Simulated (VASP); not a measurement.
# PbO2 (Fm-3m) in VASP: notebook, part 2 of 2

VASP 6.6.1.

## (5) Single point, PBEsol, non-collinear spin, zero start, spin-orbit coupling

Contents of INCAR:

```
SYSTEM = PbO2
ALGO = Normal ; EDIFF = 1E-6
ENCUT = 520 ; GGA = PS
GGA_COMPAT = .False. ; ISIF = 2
ISMEAR = -1 ; LASPH = .True.
LCHARG = .False. ; LORBIT = 11
LORBMOM = .True. ; LREAL = .False.
LSORBIT = .True. ; LWAVE = .False.
MAGMOM = 0 0 0 0 0 0 0 0 0 ; NBANDS = 39
NELM = 150 ; PREC = Accurate
SIGMA = 0.05
```

Contents of KPOINTS:

```
k-points
0
Gamma
  9 9 9
  0 0 0
```

Contents of POSCAR:

```
PbO2
1.0
    0.0000000000      2.7019920000      2.7019920000
    2.7019920000      0.0000000000      2.7019920000
    2.7019920000      2.7019920000      0.0000000000
Pb O
1 2
Direct
    0.0000000000      0.0000000000      0.0000000000
    0.7500000000      0.7500000000      0.7500000000
    0.2500000000      0.2500000000      0.2500000000
```

Potentials or basis: VASP PAW PBE potentials, release 64 (Pb_d, O).

Run with:

```
$ cat potpaw_PBE.64/Pb_d/POTCAR potpaw_PBE.64/O/POTCAR > POTCAR
$ mpirun -np 1 vasp_ncl > vasp.out
```

OUTCAR:

```text
SYSTEM = PbO2
   EDIFF = 1E-6
   ENCUT = 520
   GGA = PS
   ISIF = 2
   ISMEAR = -1
   LASPH = .True.
   LORBIT = 11
   LREAL = .False.
   LSORBIT = .True.
   NELM = 150
   PREC = Accurate

 ion  position               nearest neighbor table
   1  0.000  0.000  0.000-   2 2.34   2 2.34   2 2.34   3 2.34   3 2.34   3 2.34   3 2.34   2 2.34

   2  0.750  0.750  0.750-   1 2.34   1 2.34   1 2.34   1 2.34
   3  0.250  0.250  0.250-   1 2.34   1 2.34   1 2.34   1 2.34

  LATTYP: Found a face centered cubic cell.
 ALAT       =     5.4039840000

  Lattice vectors:

 A1 = (   0.0000000000,   2.7019920000,   2.7019920000)
 A2 = (   2.7019920000,   0.0000000000,   2.7019920000)
 A3 = (   2.7019920000,   2.7019920000,   0.0000000000)

Analysis of symmetry for initial positions (statically):
=====================================================================
 Subroutine PRICEL returns:
 Original cell was already a primitive cell.

 Routine SETGRP: Setting up the symmetry group for a
 face centered cubic supercell.

 Subroutine GETGRP returns: Found 48 space group operations
 (whereof 48 operations were pure point group operations)
 out of a pool of 48 trial point group operations.

The static configuration has the point symmetry O_h .

Analysis of symmetry for dynamics (positions and initial velocities):
=====================================================================
 Subroutine PRICEL returns:
 Original cell was already a primitive cell.

 Routine SETGRP: Setting up the symmetry group for a
 face centered cubic supercell.

 Subroutine GETGRP returns: Found 48 space group operations
 (whereof 48 operations were pure point group operations)
 out of a pool of 48 trial point group operations.

The dynamic configuration has the point symmetry O_h .

Analysis of structural, dynamic, and magnetic symmetry:
=====================================================================
 Subroutine PRICEL returns:
 Original cell was already a primitive cell.

 Routine SETGRP: Setting up the symmetry group for a
[... 1196 lines left out ...]
            0.000  -0.000   0.000

 orbital moment (y)

 # of ion     p       d       tot
 ----------------------------------------
  1         0.000  -0.000   0.000
  2        -0.000   0.000  -0.000
  3        -0.000   0.000  -0.000
 ----------------------------------------
           -0.000  -0.000  -0.000

 orbital moment (z)

 # of ion     p       d       tot
 ----------------------------------------
  1         0.000  -0.000  -0.000
  2         0.000   0.000   0.000
  3         0.000   0.000   0.000
 ----------------------------------------
            0.000  -0.000  -0.000

 Spin-Orbit-Coupling matrix elements

 Ion:    1  E_soc:     -0.7158131
 l=   1
     0.0000000    -0.0551638    -0.0551638
    -0.0551638     0.0000000    -0.0551638
    -0.0551638    -0.0551638     0.0000000
 l=   2
     0.0000000    -0.0124887     0.0000000    -0.0124887    -0.0516497
    -0.0124887     0.0000000    -0.0387373    -0.0124887    -0.0129124
     0.0000000    -0.0387373     0.0000000    -0.0387373     0.0000000
    -0.0124887    -0.0124887    -0.0387373     0.0000000    -0.0129124
    -0.0516497    -0.0129124     0.0000000    -0.0129124     0.0000000
 l=   3
     0.0000000     0.0000000     0.0000000     0.0000000     0.0000000     0.0000000     0.0000000
     0.0000000     0.0000000     0.0000000     0.0000000     0.0000000     0.0000000     0.0000000
     0.0000000     0.0000000     0.0000000     0.0000000     0.0000000     0.0000000     0.0000000
     0.0000000     0.0000000     0.0000000     0.0000000     0.0000000     0.0000000     0.0000000
[... 29 lines left out ...]
 l=   2
     0.0000000     0.0000000     0.0000000     0.0000000     0.0000000
     0.0000000     0.0000000     0.0000000     0.0000000     0.0000000
     0.0000000     0.0000000     0.0000000     0.0000000     0.0000000
     0.0000000     0.0000000     0.0000000     0.0000000     0.0000000
     0.0000000     0.0000000     0.0000000     0.0000000     0.0000000
 l=   3
     0.0000000     0.0000000     0.0000000     0.0000000     0.0000000     0.0000000     0.0000000
     0.0000000     0.0000000     0.0000000     0.0000000     0.0000000     0.0000000     0.0000000
     0.0000000     0.0000000     0.0000000     0.0000000     0.0000000     0.0000000     0.0000000
     0.0000000     0.0000000     0.0000000     0.0000000     0.0000000     0.0000000     0.0000000
     0.0000000     0.0000000     0.0000000     0.0000000     0.0000000     0.0000000     0.0000000
     0.0000000     0.0000000     0.0000000     0.0000000     0.0000000     0.0000000     0.0000000
     0.0000000     0.0000000     0.0000000     0.0000000     0.0000000     0.0000000     0.0000000

 total charge

# of ion       s       p       d       tot
------------------------------------------
    1        1.050   0.683   9.978  11.711
    2        1.590   3.317   0.000   4.907
    3        1.590   3.317   0.000   4.907
--------------------------------------------------
tot          4.229   7.317   9.978  21.525

 magnetization (x)

# of ion       s       p       d       tot
------------------------------------------
    1       -0.000   0.000   0.000  -0.000
    2        0.000   0.000   0.000   0.000
    3        0.000   0.000   0.000   0.000
--------------------------------------------------
tot          0.000   0.000   0.000   0.000

 magnetization (y)

# of ion       s       p       d       tot
------------------------------------------
    1        0.000   0.000  -0.000   0.000
    2        0.000   0.000   0.000   0.000
    3        0.000   0.000   0.000   0.000
--------------------------------------------------
tot          0.000   0.000  -0.000   0.000

 magnetization (z)

# of ion       s       p       d       tot
------------------------------------------
    1       -0.000   0.000   0.000  -0.000
    2        0.000   0.000   0.000   0.000
    3        0.000   0.000   0.000   0.000
--------------------------------------------------
tot         -0.000   0.000   0.000  -0.000
```

It took 3.3 min on 1 thread of Intel Xeon 8259CL, shared host; peak memory 0.29 GiB.

What came out:

| Property | Result |
| --- | --- |
| Free energy | -17.1206 eV |
| Pressure | -5.8 GPa |
| Net moment | 0.00 μB per cell |
| Valence electrons inside the program's atomic spheres | Pb 11.71; O 4.91 |

Moments on the atoms (μB; x, y, z):
```
Pb  0.00 0.00 0.00
O   0.00 0.00 0.00
O   0.00 0.00 0.00
```

Caveat: the cell stands under tension; the PAW data sets were made with another functional, which shifts forces and pressure a little.

## (6) Overview

| task | spin | cell | cutoff (eV) | gap on the mesh (eV) | pressure (GPa) |
| --- | --- | --- | --- | --- | --- |
| relaxation of cell and atoms | off | relaxed to 20 GPa | 600 | none | 20.0 |
| relaxation of cell and atoms | off | relaxed to 30 GPa | 600 | none | 30.0 |
| single point | off | as given | 520 | none | -5.5 |
| single point | non-collinear, zero start, SOC | as given | 520 | - | -5.8 |

Alike in all rows: level PBEsol; potentials or basis VASP PAW PBE potentials, release 64 (Pb_d, O); k mesh 9 × 9 × 9; smearing fermi-dirac 0.05 eV.

Caveats: the PAW data sets were made with another functional, which shifts forces and pressure a little; spin-orbit coupling is left out, which moves the levels of the heavy elements (at least some runs); the cell is relaxed towards a set pressure, so the run minimises the enthalpy, not the energy (at least some runs); the cell stands under tension (at least some runs).

Absolute energies hang on the potentials; compare differences alone.
